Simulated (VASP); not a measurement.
Input of a VASP 6.6.1 run:

INCAR

```
SYSTEM = Sn2As
  ALGO = Fast
  EDIFF = 1E-6
  ENCUT = 520
  GGA = PE
  ISIF = 2
  ISMEAR = 0
  LASPH = .True.
  LCHARG = .False.
  LREAL = .False.
  LWAVE = .False.
  NBANDS = 24
  NELM = 100
  PREC = Accurate
  SIGMA = 0.1
```

Contents of KPOINTS:

```
k-points
0
Gamma
  12 12 12
  0 0 0
```

The input POSCAR:

```
Sn2As
1.0
    0.0000000000      3.5159057276      3.5159057276
    3.5159057276      0.0000000000      3.5159057276
    3.5159057276      3.5159057276      0.0000000000
Sn As
2 1
Direct
    0.2500000000      0.2500000000      0.2500000000
    0.7500000000      0.7500000000      0.7500000000
    0.0000000000      0.0000000000      0.0000000000
```

Potentials or basis: VASP PAW PBE potentials, release 64 (Sn_d, As).

Launch:

```sh
$ cat potpaw_PBE.64/Sn_d/POTCAR potpaw_PBE.64/As/POTCAR > POTCAR
$ mpirun -np 1 vasp_std > vasp.out
```

Q: What does it give for the pressure?

A: 0.0 GPa.

Q: Estimate the band gap on the k mesh.

A: Zero (an odd number of electrons rules out a gap without spin polarisation).

Caveat: spin-orbit coupling is left out, which moves the levels of the heavy elements.
